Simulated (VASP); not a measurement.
# LiCl in VASP: settings compared, part 2 of 2

VASP 6.6.1. Earlier steps stand in the parts before.

## (3) Single point, r2SCAN (strain +5.1%)

Contents of POSCAR:

```
LiCl
1.0
    0.0000000000      2.6856280681      2.6856280681
    2.6856280681      0.0000000000      2.6856280681
    2.6856280681      2.6856280681      0.0000000000
Li Cl
1 1
Direct
    0.0000000000      0.0000000000      0.0000000000
    0.5000000000      0.5000000000      0.5000000000
```

Contents of INCAR.step1:

```
ALGO = Normal ; EDIFF = 1E-4
ENCUT = 520 ; GGA = PE
ISMEAR = 0 ; LASPH = T
LCHARG = F ; LREAL = F
LWAVE = T ; NBANDS = 12
NELM = 80 ; PREC = Accurate
SIGMA = 0.01
```

Contents of INCAR.step2:

```
ALGO = Normal ; EDIFF = 1E-7
ENCUT = 520 ; ISIF = 2
ISMEAR = 0 ; ISTART = 1
LASPH = T ; LCHARG = T
LELF = T ; LMIXTAU = T
LREAL = F ; LVHAR = T
LWAVE = F ; METAGGA = R2SCAN
NBANDS = 12 ; NELM = 80
PREC = Accurate ; SIGMA = 0.01
```

Contents of KPOINTS:

```
k-points
0
Gamma
  8 8 8
```

Potentials or basis: VASP PAW PBE potentials, release 64 (Li_sv, Cl).

Started as:

```
$ cat potpaw_PBE.64/Li_sv/POTCAR potpaw_PBE.64/Cl/POTCAR > POTCAR
$ cp INCAR.step1 INCAR
$ mpirun -np 1 vasp_std > vasp.out
$ cp INCAR.step2 INCAR
$ mpirun -np 1 vasp_std > vasp.out
```

It took 46 s on 1 thread of Intel Xeon Platinum 8488C (Sapphire Rapids), shared host; peak memory 0.16 GiB.

Results (log left out):

```
Free energy            : -12.5034 eV
Band gap on the k mesh : 6.55 eV, direct
```

Levels at points of the mesh, in eV from the valence-band top:
| k point | band 3 | band 4 | band 5 | band 6 | band 7 | band 8 |
| --- | --- | --- | --- | --- | --- | --- |
| (0.00, 0.00, 0.00) | 0.00 | 0.00 | 0.00 | 6.55 | 12.52 | 12.52 |
| (0.50, 0.00, 0.00) | -2.31 | -0.22 | -0.22 | 7.36 | 10.22 | 10.22 |
| (0.50, 0.50, 0.00) | -2.35 | -0.89 | -0.89 | 8.52 | 9.07 | 12.39 |

Caveat: the cell differs from its parent crystal (strain +5.1%).

## (4) Single point, PBE (epitaxial 111 strain +2.0%)

Contents of INCAR:

```
ALGO = Normal
EDIFF = 1E-6
ENCUT = 520
GGA = PE
ISIF = 2
ISMEAR = -1
LASPH = True
LCHARG = False
LREAL = False
LWAVE = False
NBANDS = 12
NELM = 80
PREC = Accurate
SIGMA = 0.02
```

KPOINTS is that of step 3.

Contents of POSCAR:

```
LiCl
1.0
   -0.0501306049      2.5565159201      2.5565159201
    2.5565159201     -0.0501306049      2.5565159201
    2.5565159201      2.5565159201     -0.0501306049
Li Cl
1 1
Direct
    0.0000000000      0.0000000000      0.0000000000
    0.5000000000      0.5000000000      0.5000000000
```

Started as:

```
$ cat potpaw_PBE.64/Li_sv/POTCAR potpaw_PBE.64/Cl/POTCAR > POTCAR
$ mpirun -np 1 vasp_std > vasp.out
```

It took 21 s on 1 thread of Intel Xeon Platinum 8488C (Sapphire Rapids), shared host; peak memory 0.16 GiB.

It converged, with:

* Free energy: -7.3831 eV
* Band gap on the k mesh: 6.11 eV, direct

Levels at points of the mesh, in eV from the valence-band top:
```csv
k point,band 1,band 2,band 3,band 4,band 5,band 6,band 7,band 8,band 9,band 10
"(0.00, 0.00, 0.00)",-43.67,-13.44,-0.16,-0.16,0.00,6.11,11.65,11.65,12.14,14.27
"(0.50, 0.00, 0.00)",-43.67,-12.91,-2.86,-0.37,-0.29,6.67,9.33,9.58,12.58,16.65
"(0.50, 0.50, 0.00)",-43.67,-12.66,-2.92,-1.26,-1.09,7.71,8.23,12.14,13.81,13.93
"(0.50, 0.50, 0.50)",-43.67,-12.85,-2.82,-0.44,-0.44,6.50,9.18,9.18,12.90,16.50
```

Caveat: the cell differs from its parent crystal (epitaxial 111 strain +2.0%).

## (5) Single point, PBE (strain along [111] +2.4%)

Contents of INCAR:

```
PREC = Accurate ; ENCUT = 520
EDIFF = 1E-7 ; ISMEAR = -1
SIGMA = 0.02 ; LREAL = F
LASPH = T ; NELM = 60
ALGO = Normal ; ISIF = 2
LWAVE = F ; LCHARG = F
GGA = PE ; NBANDS = 12
```

Contents of KPOINTS:

```
regular mesh
0
Gamma
  8 8 8
```

Contents of POSCAR:

```
LiCl
1.0
    0.0412373968      2.5972743894      2.5972743894
    2.5972743894      0.0412373968      2.5972743894
    2.5972743894      2.5972743894      0.0412373968
Li Cl
1 1
Direct
    0.0000000000      0.0000000000      0.0000000000
    0.5000000000      0.5000000000      0.5000000000
```

Started as:

```
$ cat potpaw_PBE.64/Li_sv/POTCAR potpaw_PBE.64/Cl/POTCAR > POTCAR
$ mpirun -np 1 vasp_std > vasp.out
```

Run time: 22 s. Hardware: 1 thread of Intel Xeon Platinum 8488C (Sapphire Rapids), shared host; peak memory 0.16 GiB.

The run converged. Its results:

```
Free energy            : -7.3842 eV
Band gap on the k mesh : 6.21 eV, direct
```

Levels at points of the mesh, in eV from the valence-band top:
```tsv
k point	band 1	band 2	band 3	band 4	band 5	band 6	band 7	band 8	band 9	band 10
(0.00, 0.00, 0.00)	-43.60	-13.40	-0.14	0.00	0.00	6.21	11.63	12.01	12.01	14.33
(0.50, 0.00, 0.00)	-43.60	-12.83	-2.80	-0.36	-0.29	6.65	9.30	9.49	12.85	16.72
(0.50, 0.50, 0.00)	-43.60	-12.61	-2.88	-1.19	-1.05	7.79	8.28	12.25	13.94	14.00
(0.50, 0.50, 0.50)	-43.60	-12.89	-2.83	-0.23	-0.23	6.81	9.61	9.61	12.59	16.90
```

Caveat: the cell differs from its parent crystal (strain along [111] +2.4%). A k mesh can miss the band edges.

## (6) Single point, r2SCAN (epitaxial 111 strain +2.0%)

Contents of POSCAR:

```
LiCl
1.0
   -0.0501306049      2.5565159201      2.5565159201
    2.5565159201     -0.0501306049      2.5565159201
    2.5565159201      2.5565159201     -0.0501306049
Li Cl
1 1
Direct
    0.0000000000      0.0000000000      0.0000000000
    0.5000000000      0.5000000000      0.5000000000
```

Contents of INCAR.step1:

```
SYSTEM = LiCl
PREC = Accurate
ENCUT = 520
ISMEAR = 0
SIGMA = 0.01
LREAL = .False.
LASPH = .True.
NELM = 60
NBANDS = 12
GGA = PE
ALGO = Normal
EDIFF = 1E-4
LWAVE = .True.
LCHARG = .False.
```

Contents of INCAR.step2:

```
SYSTEM = LiCl
PREC = Accurate
ENCUT = 520
EDIFF = 1E-6
ISMEAR = 0
SIGMA = 0.01
LREAL = .False.
LASPH = .True.
NELM = 60
ALGO = Normal
ISIF = 2
LWAVE = .False.
LCHARG = .True.
METAGGA = R2SCAN
LMIXTAU = .True.
LELF = .True.
LVHAR = .True.
NBANDS = 12
ISTART = 1
```

Contents of KPOINTS:

```
regular mesh
0
Gamma
  8 8 8
  0 0 0
```

Potentials or basis: VASP PAW PBE potentials, release 64 (Li_sv, Cl).

Started as:

```
$ cat potpaw_PBE.64/Li_sv/POTCAR potpaw_PBE.64/Cl/POTCAR > POTCAR
$ cp INCAR.step1 INCAR
$ mpirun -np 1 vasp_std > vasp.out
$ cp INCAR.step2 INCAR
$ mpirun -np 1 vasp_std > vasp.out
```

Run time: 82 s. Hardware: 1 thread of Intel Xeon Platinum 8488C (Sapphire Rapids), shared host; peak memory 0.17 GiB.

Results (log left out):

```
Free energy            : -12.5787 eV
Band gap on the k mesh : 7.06 eV, direct
```

Levels at points of the mesh, in eV from the valence-band top:
```
           k point  band 1  band 2  band 3  band 4  band 5  band 6  band 7  band 8  band 9  band 10
(0.00, 0.00, 0.00)  -44.97  -14.03   -0.17   -0.17    0.00    7.06   12.37   12.37   12.87    15.22
(0.50, 0.00, 0.00)  -44.97  -13.49   -2.89   -0.39   -0.30    7.44   10.14   10.40   13.79    17.53
(0.50, 0.50, 0.00)  -44.97  -13.23   -2.96   -1.29   -1.11    8.57    8.89   13.25   15.09    15.22
(0.50, 0.50, 0.50)  -44.97  -13.42   -2.85   -0.47   -0.47    7.25    9.98    9.98   14.14    17.69
```

Caveat: the cell differs from its parent crystal (epitaxial 111 strain +2.0%).

## (7) Single point, r2SCAN (strain along [111] +2.4%)

Contents of POSCAR:

```
LiCl
1.0
    0.0412373968      2.5972743894      2.5972743894
    2.5972743894      0.0412373968      2.5972743894
    2.5972743894      2.5972743894      0.0412373968
Li Cl
1 1
Direct
    0.0000000000      0.0000000000      0.0000000000
    0.5000000000      0.5000000000      0.5000000000
```

Contents of INCAR.step1:

```
SYSTEM = LiCl
ALGO     = Normal         ! electronic algorithm
EDIFF    = 1E-4           ! SCF threshold, eV
ENCUT    = 520            ! plane-wave cutoff, eV
GGA      = PE             ! functional
ISMEAR   = 0              ! smearing method
LASPH    = .True.         ! aspherical terms in the spheres
LCHARG   = .False.        ! write CHGCAR
LREAL    = .False.        ! projectors in reciprocal space
LWAVE    = .True.         ! write WAVECAR
NBANDS   = 12             ! bands
NELM     = 100            ! most SCF steps
PREC     = Accurate       ! precision mode
SIGMA    = 0.01           ! smearing width, eV
```

Contents of INCAR.step2:

```
SYSTEM = LiCl
ALGO     = Normal         ! electronic algorithm
EDIFF    = 1E-6           ! SCF threshold, eV
ENCUT    = 520            ! plane-wave cutoff, eV
ISIF     = 2              ! what is computed and relaxed
ISMEAR   = 0              ! smearing method
ISTART   = 1            
LASPH    = .True.         ! aspherical terms in the spheres
LCHARG   = .True.         ! write CHGCAR
LELF     = .True.         ! ELF
LMIXTAU  = .True.       
LREAL    = .False.        ! projectors in reciprocal space
LVHAR    = .True.       
LWAVE    = .False.        ! write WAVECAR
METAGGA  = R2SCAN         ! meta-GGA
NBANDS   = 12             ! bands
NELM     = 100            ! most SCF steps
PREC     = Accurate       ! precision mode
SIGMA    = 0.01           ! smearing width, eV
```

Contents of KPOINTS:

```
k-points
0
Gamma
  8 8 8
  0 0 0
```

Started as:

```
$ cat potpaw_PBE.64/Li_sv/POTCAR potpaw_PBE.64/Cl/POTCAR > POTCAR
$ cp INCAR.step1 INCAR
$ mpirun -np 1 vasp_std > vasp.out
$ cp INCAR.step2 INCAR
$ mpirun -np 1 vasp_std > vasp.out
```

It took 60 s on 1 thread of Intel Xeon Platinum 8488C (Sapphire Rapids), shared host; peak memory 0.17 GiB.

It converged, with:

| Item | Value |
| --- | --- |
| Free energy | -12.5814 eV |
| Band gap on the k mesh | 7.15 eV, direct |

Levels at points of the mesh, in eV from the valence-band top:
| k point | band 1 | band 2 | band 3 | band 4 | band 5 | band 6 | band 7 | band 8 | band 9 | band 10 |
| --- | --- | --- | --- | --- | --- | --- | --- | --- | --- | --- |
| (0.00, 0.00, 0.00) | -44.89 | -13.99 | -0.15 | 0.00 | 0.00 | 7.15 | 12.35 | 12.73 | 12.73 | 15.30 |
| (0.50, 0.00, 0.00) | -44.89 | -13.41 | -2.83 | -0.38 | -0.30 | 7.42 | 10.11 | 10.30 | 14.07 | 17.69 |
| (0.50, 0.50, 0.00) | -44.89 | -13.18 | -2.92 | -1.22 | -1.08 | 8.65 | 8.93 | 13.37 | 15.24 | 15.29 |
| (0.50, 0.50, 0.50) | -44.89 | -13.46 | -2.86 | -0.24 | -0.24 | 7.60 | 10.43 | 10.43 | 13.80 | 17.81 |

Caveat: the cell differs from its parent crystal (strain along [111] +2.4%). A k mesh can miss the band edges.

## (8) Overview

```tsv
level	cell	smearing	gap on the mesh (eV)
PBE	a = 3.798 Å, angles 60.0°, 2 atoms	fermi-dirac 0.02 eV	5.62
r2SCAN	a = 3.798 Å, angles 60.0°, 2 atoms	gaussian 0.01 eV	6.55
PBE	a = 3.616 Å, angles 61.3°, 2 atoms	fermi-dirac 0.02 eV	6.11
PBE	a = 3.673 Å, angles 58.9°, 2 atoms	fermi-dirac 0.02 eV	6.21
r2SCAN	a = 3.616 Å, angles 61.3°, 2 atoms	gaussian 0.01 eV	7.06
r2SCAN	a = 3.673 Å, angles 58.9°, 2 atoms	gaussian 0.01 eV	7.15
```

Alike in all rows: task single point; potentials or basis VASP PAW PBE potentials, release 64 (Li_sv, Cl); no spin polarisation; k mesh 8 × 8 × 8; cutoff (eV) 520.

Absolute energies hang on the potentials; compare differences alone.
